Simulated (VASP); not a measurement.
A run of VASP 6.6.1 is set up as follows.

INCAR

```
SYSTEM = SrO
ALGO = Normal
EDIFF = 1E-6
ENCUT = 520
GGA = PS
ISIF = 2
ISMEAR = 0
LASPH = .TRUE.
LCHARG = .FALSE.
LREAL = .FALSE.
LWAVE = .FALSE.
NBANDS = 15
NELM = 80
PREC = Accurate
SIGMA = 0.01
```

KPOINTS

```
k-points
0
G
  8 8 8
  0 0 0
```

The input POSCAR:

```
SrO
1.0
    2.5358294443      2.5358294443      0.0000000000
   -2.5358294443      2.5358294443      0.0000000000
    0.0000000000      2.5358294443      2.5768125465
Sr O
1 1
Direct
    0.5000000000      0.5000000000      0.0000000000
    0.0000000000      0.0000000000      0.0000000000
```

Potentials or basis: VASP PAW PBE potentials, release 64 (Sr_sv, O).

The run is started by

```sh
$ cat potpaw_PBE.64/Sr_sv/POTCAR potpaw_PBE.64/O/POTCAR > POTCAR
$ mpirun -np 1 vasp_std > vasp.out
```

(1) Predict the pressure.

(2) What does it give for the band gap on the k mesh?

## Answers

(1) 2.1 GPa.

(2) 3.10 eV, indirect (least direct gap 3.16 eV).

Caveat: the cell differs from its parent crystal (in-plane strain -0.01); the PAW data sets were made with another functional, which shifts forces and pressure a little.
